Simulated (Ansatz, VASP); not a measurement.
## W12O: VASP beside Ansatz

```
W O
1.0
     5.51409    0.00000    0.00000
    -1.83803    5.19873    0.00000
     0.00000    0.00000   21.35601
W O
12 1
Direct
  0.25000 0.25000 0.18730
  0.25000 0.75000 0.18730
  0.75000 0.25000 0.18730
  0.75000 0.75000 0.18730
  0.00000 0.00000 0.28929
  0.00000 0.50000 0.28929
  0.50000 0.00000 0.28929
  0.50000 0.50000 0.28929
  0.25000 0.25000 0.39127
  0.25000 0.75000 0.39127
  0.75000 0.25000 0.39127
  0.75000 0.75000 0.39127
  0.50000 0.50000 0.46619
```

Alike in both runs: task single point; functional PBE; k mesh 5 × 5 × 1; occupations gaussian, width 0.1 eV; no spin polarisation.

```csv
,VASP,Ansatz
version,VASP 6.6.1,Ansatz 0.2.0
potentials or method,"VASP PAW PBE potentials, release 64 (W_sv, O), cutoff 520 eV","scalar-relativistic, plane waves, PAW"
valence electrons in the cell,174,174
```

Ansatz gave:

```
gap on the k mesh at the Fermi level (eV) : none
rms of the force components (eV/Å)        : 0.819
```

Which values does VASP return?

gap on the k mesh at the Fermi level (eV): none; rms of the force components (eV/Å): 0.811.

Atom by atom the forces differ by 0.018 eV/Å (rms over components). A gap of «none» marks a metal or a gap that the smearing closes.

Spin-orbit coupling is off throughout.
